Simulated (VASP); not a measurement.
Write the native input for VASP 6.6.1 that does the following.

| Quantity | Value |
| --- | --- |
| Task | single point |
| Functional | PBE |
| Potentials or basis | VASP PAW PBE potentials, release 64 (K_sv, Br) |
| Cutoff | 520 eV |
| k mesh | 6 × 6 × 6 |
| Occupations | gaussian, width 0.05 eV |
| Spin | no spin polarisation |
| Dipole correction | no |
| Further INCAR settings | ALGO = Normal; EDIFF = 1e-07; NBANDS = 15 |

The structure of KBr lies in POSCAR:

```
KBr
1.0
    0.0000000000      3.2925000000      3.2925000000
    3.2925000000      0.0000000000      3.2925000000
    3.2925000000      3.2925000000      0.0000000000
K Br
1 1
Direct
    0.0000000000      0.0000000000      0.0000000000
    0.4194639201      0.5000000000      0.5000000000
```

This cell differs from its parent crystal: all Br atoms moved +0.375 Å, as atom 2 towards its neighbour atom 2 (Br) at 4.656 Å.

The input as run:

INCAR

```
SYSTEM = KBr
PREC = Accurate
ENCUT = 520
EDIFF = 1E-7
ISMEAR = 0
SIGMA = 0.05
LREAL = .FALSE.
LASPH = .TRUE.
NELM = 60
ALGO = Normal
ISIF = 2
LWAVE = .FALSE.
LCHARG = .FALSE.
GGA = PE
NBANDS = 15
```

KPOINTS

```
regular mesh
0
G
  6 6 6
  0 0 0
```

Potentials or basis: VASP PAW PBE potentials, release 64 (K_sv, Br).

The run is started by

```sh
$ cat potpaw_PBE.64/K_sv/POTCAR potpaw_PBE.64/Br/POTCAR > POTCAR
$ mpirun -np 1 vasp_std > vasp.out
```

It gave:

```json
{
 "Pressure": "1.7 GPa",
 "Largest force": "0.528 eV/Å",
 "Band gap on the k mesh": "4.49 eV, direct"
}
```

Caveat: the cell differs from its parent crystal (all Br atoms moved +0.375 Å, as atom 2 towards its neighbour atom 2 (Br) at 4.656 Å).

Run time: 86 s on 1 thread of Intel Xeon 8259CL, on a shared host, peak memory 0.23 GiB.
